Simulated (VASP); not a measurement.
# LiF (Fm-3m) in VASP: notebook

Runs on LiF. Level: LDA. Tasks: single point.

Everything below comes from runs of VASP 6.6.1. Logs are shortened: lines on timing, memory, paths and dates and some standing lists are left out, and cuts for length are marked.

### 1 The cell of the first run

It takes space group Fm-3m (No. 225, cubic). The conventional cell has a = 3.688 Å, b = 3.688 Å, c = 3.688 Å, α = 90.00°, β = 90.00°, γ = 90.00°. Within 2.4 Å of Li (site symmetry m-3m) lie 6 F at 1.84 Å. Within 2.4 Å of F (site symmetry m-3m) lie 6 Li at 1.84 Å.

### 2 Single point, LDA

Contents of INCAR:

```
ALGO = Normal
EDIFF = 1E-6
ENCUT = 520
GGA = CA
ISIF = 2
ISMEAR = 0
LASPH = T
LCHARG = F
LREAL = F
LWAVE = F
NBANDS = 12
NELM = 60
PREC = Accurate
SIGMA = 0.01
```

Contents of KPOINTS:

```
k-points
0
Gamma
  10 10 10
```

Contents of POSCAR:

```
LiF
1.0
    0.0000000000      1.8440576656      1.8440576656
    1.8440576656      0.0000000000      1.8440576656
    1.8440576656      1.8440576656      0.0000000000
Li F
1 1
Direct
    0.0000000000      0.0000000000      0.0000000000
    0.5000000000      0.5000000000      0.5000000000
```

Potentials or basis: VASP PAW LDA potentials, release 64 (Li_sv, F).

Launch:

```bash
> cat potpaw_LDA.64/Li_sv/POTCAR potpaw_LDA.64/F/POTCAR > POTCAR
> mpirun -np 1 vasp_std > vasp.out
```

OUTCAR:

```text
EDIFF = 1E-6
   ENCUT = 520
   GGA = CA
   ISIF = 2
   ISMEAR = 0
   LASPH = T
   LREAL = F
   NELM = 60
   PREC = Accurate

 ion  position               nearest neighbor table
   1  0.000  0.000  0.000-   2 1.84   2 1.84   2 1.84   2 1.84   2 1.84   2 1.84
   2  0.500  0.500  0.500-   1 1.84   1 1.84   1 1.84   1 1.84   1 1.84   1 1.84

  LATTYP: Found a face centered cubic cell.
 ALAT       =     3.6881153312

  Lattice vectors:

 A1 = (   0.0000000000,   1.8440576656,   1.8440576656)
 A2 = (   1.8440576656,   0.0000000000,   1.8440576656)
 A3 = (   1.8440576656,   1.8440576656,   0.0000000000)

Analysis of symmetry for initial positions (statically):
=====================================================================
 Subroutine PRICEL returns:
 Original cell was already a primitive cell.

 Routine SETGRP: Setting up the symmetry group for a
 face centered cubic supercell.

 Subroutine GETGRP returns: Found 48 space group operations
 (whereof 48 operations were pure point group operations)
 out of a pool of 48 trial point group operations.

The static configuration has the point symmetry O_h .

Analysis of symmetry for dynamics (positions and initial velocities):
=====================================================================
 Subroutine PRICEL returns:
 Original cell was already a primitive cell.

 Routine SETGRP: Setting up the symmetry group for a
 face centered cubic supercell.

 Subroutine GETGRP returns: Found 48 space group operations
 (whereof 48 operations were pure point group operations)
 out of a pool of 48 trial point group operations.

The dynamic configuration has the point symmetry O_h .

 Subroutine INISYM returns: Found 48 space group operations
 (whereof 48 operations are pure point group operations),
 and found     1 'primitive' translations

----------------------------------------------------------------------------------------

                                     Primitive cell

  volume of cell :      12.5416

  direct lattice vectors                    reciprocal lattice vectors
     0.000000000  1.844057666  1.844057666    -0.271141195  0.271141195  0.271141195
     1.844057666  0.000000000  1.844057666     0.271141195 -0.271141195  0.271141195
     1.844057666  1.844057666  0.000000000     0.271141195  0.271141195 -0.271141195

  length of vectors
     2.607891360  2.607891360  2.607891360     0.469630327  0.469630327  0.469630327

  position of ions in fractional coordinates (direct lattice)
     0.000000000  0.000000000  0.000000000
     0.500000000  0.500000000  0.500000000

  ion indices of the primitive-cell ions
   primitive index   ion index
                 1           1
                 2           2

----------------------------------------------------------------------------------------

 KPOINTS: k-points

Automatic generation of k-mesh.
 Grid dimensions read from file:
 generate k-points for:   10   10   10

 Generating k-lattice:

  Cartesian coordinates                     Fractional coordinates (reciprocal lattice)
    -0.027114120  0.027114120  0.027114120     0.100000000  0.000000000  0.000000000
     0.027114120 -0.027114120  0.027114120     0.000000000  0.100000000  0.000000000
     0.027114120  0.027114120 -0.027114120     0.000000000  0.000000000  0.100000000

  Length of vectors
     0.046963033  0.046963033  0.046963033

  Shift w.r.t. Gamma in fractional coordinates (k-lattice)
     0.000000000  0.000000000  0.000000000

 Subroutine IBZKPT returns following result:
 ===========================================

 Found     47 irreducible k-points:

 Following reciprocal coordinates:
            Coordinates               Weight
  0.000000  0.000000  0.000000      1.000000
  0.100000  0.000000  0.000000      8.000000
  0.200000  0.000000  0.000000      8.000000
  0.300000  0.000000  0.000000      8.000000
  0.400000  0.000000  0.000000      8.000000
  0.500000  0.000000  0.000000      4.000000
[... 16 lines left out ...]
  0.300000  0.300000  0.000000      6.000000
  0.400000  0.300000  0.000000     24.000000
 [... further k-points ...]
   k-points           NKPTS =     47   k-points in BZ     NKDIM =     47   number of bands    NBANDS=     12
   number of dos      NEDOS =    301   number of ions     NIONS =      2
   total plane-waves  NPLWV =   8000
   dimension x,y,z NGX =    20 NGY =   20 NGZ =   20
   dimension x,y,z NGXF=    40 NGYF=   40 NGZF=   40
   ions per type =               1   1
   NGX,Y,Z   is equivalent  to a cutoff of  12.75, 12.75, 12.75 a.u.
   NGXF,Y,Z  is equivalent  to a cutoff of  25.50, 25.50, 25.50 a.u.
 SYSTEM =  unknown system
   PREC   = accura    normal or accurate (medium, high low for compatibility)
   ISTART =      0    job   : 0-new  1-cont  2-samecut
   ICHARG =      2    charge: 1-file 2-atom 10-const
   ISPIN  =      1    spin polarized calculation?
   LNONCOLLINEAR =      F non collinear calculations
   LSORBIT =      F    spin-orbit coupling
   LASPH  =      T    aspherical Exc in radial PAW
   ENCUT  =  520.0 eV  38.22 Ry    6.18 a.u.   4.85  4.85  4.85*2*pi/ulx,y,z
   NELM   =     60;   NELMIN=  2; NELMDL= -5     # of ELM steps
   EDIFF  = 0.1E-05   stopping-criterion for ELM
   LREAL  =      F    real-space projection
   EDIFFG = 0.1E-04   stopping-criterion for IOM
   NSW    =      0    number of steps for IOM
   IBRION =     -1    ionic relax: 0-MD 1-quasi-New 2-CG
   NFREE  =      0    steps in history (QN), initial steepest desc. (CG)
   ISIF   =      2    stress and relaxation
   ISYM   =      2    0-nonsym 1-usesym 2-fastsym
   POTIM  = 0.5000    time-step for ionic-motion
   TEBEG  =    0.0;   TEEND  =   0.0 temperature during run
   PSTRESS=    0.0 pullay stress
   NELECT =      10.0000    total number of electrons
   NUPDOWN=      -1.0000    fix difference up-down
   EMIN   =  10.00;   EMAX   =-10.00  energy-range for DOS
   EFERMI =   0.00;   METHOD = LEGACY
   ISMEAR =     0;   SIGMA  =   0.01  broadening in eV -4-tet -1-fermi 0-gaus
   EFERMI_NEDOS =   21; number of points for ismear=-14 and -15
   IALGO  =     38    algorithm
   IMIX   =      4    mixing-type and parameters
     AMIX     =   0.40;   BMIX     =  1.00
     AMIX_MAG =   1.60;   BMIX_MAG =  1.00
  volume/ion in A,a.u.               =       6.27        42.32
  Fermi-wavevector in a.u.,A,eV,Ry     =   1.518065  2.868727 31.354912  2.304521
  Thomas-Fermi vector in A             =   2.627236
   LORBIT       =      0    0 simple, 1 ext, 2 COOP (PROOUT), +10 PAW based schemes
   GGA     = CA    functional components
   LHFCALC =     F    Hartree Fock is set to
   AEXX    =    0.0000 exact exchange contribution
   IVDW    =     0    specifies the selected vdW correction
   LEPSILON=     F    determine dielectric tensor
   LRPA    =     F    only Hartree local field effects (RPA)
 non-spin polarized calculation
 Gauss-broadening in eV      SIGMA  =   0.01
  energy-cutoff  :      520.00
  volume of cell :       12.54
 maximum number of plane-waves:       344
   NGX =  9   NGY =  9   NGZ =  9

 number of electron      10.0000008 magnetization

 Free energy of the ion-electron system (eV)
  ---------------------------------------------------
  ext. energy  EPLUGINS =         0.00000000
  ---------------------------------------------------
  free energy    TOTEN  =       -10.35431621 eV

  energy without entropy =      -10.35431621  energy(sigma->0) =      -10.35431621

 E-fermi :   0.7810     XC(G=0): -12.0512

 val. band max:        0.6499159816   @ k =   0.0000   0.0000   0.0000
 cond. band min:      12.3074867036   @ k =   0.0000   0.0000   0.0000
 fundamental gap:     11.6575707220
 Fermi energy:         0.7809925365

 k-point     1 :       0.0000    0.0000    0.0000
  band No.  band energies     occupation
      1     -38.8165      2.00000
      2     -19.7477      2.00000
      3       0.6499      2.00000
      4       0.6499      2.00000
      5       0.6499      2.00000
      6      12.3075      0.00000
      7      27.2144      0.00000
      8      27.2144      0.00000
      9      27.2144      0.00000
     10      27.6745      0.00000
     11      27.6745      0.00000
     12      27.6745      0.00000

 k-point     2 :       0.1000    0.0000    0.0000
  band No.  band energies     occupation
      1     -38.7968      2.00000
      2     -19.6957      2.00000
      3       0.2706      2.00000
      4       0.6151      2.00000
      5       0.6151      2.00000
      6      12.5547      0.00000
      7      24.0171      0.00000
      8      25.8521      0.00000
      9      25.8521      0.00000
     10      28.6585      0.00000
     11      28.6585      0.00000
     12      29.0823      0.00000

 k-point     3 :       0.2000    0.0000    0.0000
  band No.  band energies     occupation
      1     -38.7451      2.00000
      2     -19.5533      2.00000
      3      -0.6575      2.00000
      4       0.5264      2.00000
      5       0.5264      2.00000
      6      12.9860      0.00000
      7      21.4108      0.00000
      8      24.0233      0.00000
      9      24.0233      0.00000
     10      30.1999      0.00000
     11      30.1999      0.00000
     12      30.3777      0.00000

 k-point     4 :       0.3000    0.0000    0.0000
  band No.  band energies     occupation
      1     -38.6810      2.00000
      2     -19.3643      2.00000
      3      -1.7144      2.00000
      4       0.4215      2.00000
      5       0.4215      2.00000
      6      13.0224      0.00000
      7      20.3026      0.00000
      8      22.4683      0.00000
      9      22.4683      0.00000
     10      32.1729      0.00000
     11      32.3458      0.00000
     12      32.3458      0.00000

 k-point     5 :       0.4000    0.0000    0.0000
  band No.  band energies     occupation
      1     -38.6290      2.00000
      2     -19.1991      2.00000
      3      -2.5218      2.00000
      4       0.3403      2.00000
      5       0.3403      2.00000
      6      12.6793      0.00000
      7      20.2898      0.00000
      8      21.4638      0.00000
      9      21.4638      0.00000
     10      34.2329      0.00000
     11      34.7547      0.00000
     12      34.7547      0.00000
[... 228 lines left out ...]
      1     -38.6143      2.00000
      2     -19.0625      2.00000
      3      -2.1294      2.00000
      4      -1.1012      2.00000
      5       0.2829      2.00000
      6      14.2703      0.00000
      7      18.3378      0.00000
      8      21.8783      0.00000
      9      23.0622      0.00000
     10      32.9693      0.00000
     11      33.3929      0.00000
     12      34.2570      0.00000

 k-point    22 :      -0.2000    0.2000    0.0000
  band No.  band energies     occupation
      1     -38.6614      2.00000
      2     -19.2592      2.00000
      3      -1.4978      2.00000
      4      -0.6957      2.00000
      5       0.4888      2.00000
      6      13.9485      0.00000
      7      18.9014      0.00000
      8      22.4929      0.00000
      9      23.2990      0.00000
     10      30.7242      0.00000
     11      31.7042      0.00000
     12      34.9824      0.00000

 k-point    23 :       0.3000    0.3000    0.0000
  band No.  band energies     occupation
      1     -38.6450      2.00000
      2     -19.0947      2.00000
      3      -2.0326      2.00000
      4      -0.3639      2.00000
      5      -0.3639      2.00000
      6      15.3841      0.00000
      7      19.5856      0.00000
      8      22.1795      0.00000
      9      23.6368      0.00000
     10      23.6368      0.00000
     11      39.4912      0.00000
     12      40.8083      0.00000

 k-point    24 :       0.4000    0.3000    0.0000
  band No.  band energies     occupation
      1     -38.6072      2.00000
      2     -18.8987      2.00000
      3      -2.6979      2.00000
      4      -0.6774      2.00000
      5      -0.5108      2.00000
      6      16.0930      0.00000
      7      18.5855      0.00000
      8      21.8148      0.00000
      9      23.3754      0.00000
     10      24.5538      0.00000
     11      40.1219      0.00000
     12      40.7665      0.00000

 [... further k-points ...]
[... 5 lines left out ...]
  --------------------------------------------------------------------------------------
  -------------------------------------------------------------------------------------
  Total        1.7059002      1.7059002      1.7059002      0.0000000     -0.0000000     -0.0000000
  in kB      217.9268423    217.9268423    217.9268423      0.0000000     -0.0000000     -0.0000000
  external PRESSURE =     217.9268423 kB  Pullay stress =       0.0000000 kB

 VOLUME and BASIS-vectors are now :
 -----------------------------------------------------------------------------
  energy-cutoff  :      520.00
  volume of cell :       12.54
      direct lattice vectors                 reciprocal lattice vectors
     0.000000000  1.844057666  1.844057666    -0.271141195  0.271141195  0.271141195
     1.844057666  0.000000000  1.844057666     0.271141195 -0.271141195  0.271141195
     1.844057666  1.844057666  0.000000000     0.271141195  0.271141195 -0.271141195

 POSITION                                       TOTAL-FORCE (eV/Angst)
 -----------------------------------------------------------------------------------
      0.00000      0.00000      0.00000         0.000000      0.000000     -0.000000
      1.84406      1.84406      1.84406        -0.000000     -0.000000      0.000000
 -----------------------------------------------------------------------------------
    total drift:                                0.000000      0.000000      0.000000

  FREE ENERGIE OF THE ION-ELECTRON SYSTEM (eV)
  ---------------------------------------------------
  free  energy   TOTEN  =       -10.3543162075 eV

  energy  without entropy=      -10.3543162075  energy(sigma->0) =      -10.35431621
```

Run time: 7.5 s. Hardware: 1 thread of Intel Xeon Platinum 8259CL at 2.50GHz (Skylake/Cascade Lake), shared host; peak memory 0.11 GiB.

What came out:

```yaml
Free_energy: -10.3543 eV
Band_gap_on_the_k_mesh: 11.66 eV, direct
```

Levels at points of the mesh, in eV from the valence-band top:
```
           k point  band 2  band 3  band 4  band 5  band 6  band 7  band 8  band 9
(0.00, 0.00, 0.00)  -20.40    0.00    0.00    0.00   11.66   26.56   26.56   26.56
(0.50, 0.00, 0.00)  -19.78   -3.47   -0.34   -0.34   11.84   19.78   20.47   20.47
(0.50, 0.50, 0.00)  -19.20   -4.49   -1.51   -1.51   17.13   17.20   20.66   23.05
```

Caveat: the cutoff is under 1.25 times the usual one of these potentials, so pressure, stress and relaxed cells hold a basis-set (Pulay) error. A k mesh can miss the band edges.

(Part 1 of 2 ends here.)
